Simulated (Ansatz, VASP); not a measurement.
# CuI2: VASP beside Ansatz

INCAR

```
  ALGO = Normal
  EDIFF = 1E-6
  ENCUT = 520
  GGA = PE
  ISIF = 2
  ISMEAR = 0
  ISPIN = 2
  LASPH = T
  LCHARG = F
  LMAXMIX = 4
  LORBIT = 11
  LREAL = F
  LWAVE = F
  MAGMOM = 1 0 0
  NBANDS = 24
  NELM = 150
  PREC = Accurate
  SIGMA = 0.1
```

The input KPOINTS:

```
k-points
0
Gamma
  4 4 4
```

File POSCAR:

```
CuI2
1.0
    5.2003840000      0.0000000000      0.0000000000
    0.0000000000      5.2003840000      0.0000000000
    0.0000000000      0.0000000000      4.5441700000
Cu I
1 2
Direct
    0.0000000000      0.0000000000      0.0000000000
    0.0000000000      0.5000000000      0.0000000000
    0.5000000000      0.0000000000      0.0000000000
```

Input for Ansatz:

```yaml
crystal:
  lattice:
    - [5.200384, 0.0, 0.0]
    - [0.0, 5.200384, 0.0]
    - [0.0, 0.0, 4.54417]
  atoms:
    - { symbol: Cu, position: [0.0, 0.0, 0.0], spin: 1.0 }
    - { symbol: I, position: [0.0, 0.5, 0.0] }
    - { symbol: I, position: [0.5, 0.0, 0.0] }
basis:
  ecutwfc: 420
kpoints:
  mp_grid: { grid: [4, 4, 4] }
hamiltonian:
  xc: pbe
scf:
  occupations: { method: gaussian, width: 0.1 }
  lower_state_search: "off"
output:
  forces: true
  stress: true
  eigenvalues: true
  populations: true
magnetization:
  spin_polarized: true
```

Alike in both runs: task single point; functional PBE; k mesh 4 × 4 × 4; occupations gaussian, width 0.1 eV; collinear spin.

```csv
,VASP,Ansatz
version,VASP 6.6.1,Ansatz 0.2.0
potentials or method,"VASP PAW PBE potentials, release 64 (Cu, I), cutoff 520 eV","scalar-relativistic, plane waves, PAW"
valence electrons in the cell,25,53
```

|  | VASP | Ansatz | Ansatz less VASP |
| --- | --- | --- | --- |
| gap on the k mesh at the Fermi level (eV) | none | none | - |
| pressure (GPa) | 0.8 | 0.8 | +0.02 |
| traceless stress, the component that is largest in VASP (GPa) | -0.24 | -0.24 | +0.003 |
| net moment per atom (μB) | 0.00 | 0.00 | -0.002 |

A gap of «none» marks a metal or a gap that the smearing closes. VASP's potentials hold 25 valence electrons a cell and Ansatz's 53, so a difference there can come from the potentials and not from the codes. Ansatz's warnings: seeded moment not kept.

Neither program's run includes spin-orbit coupling.
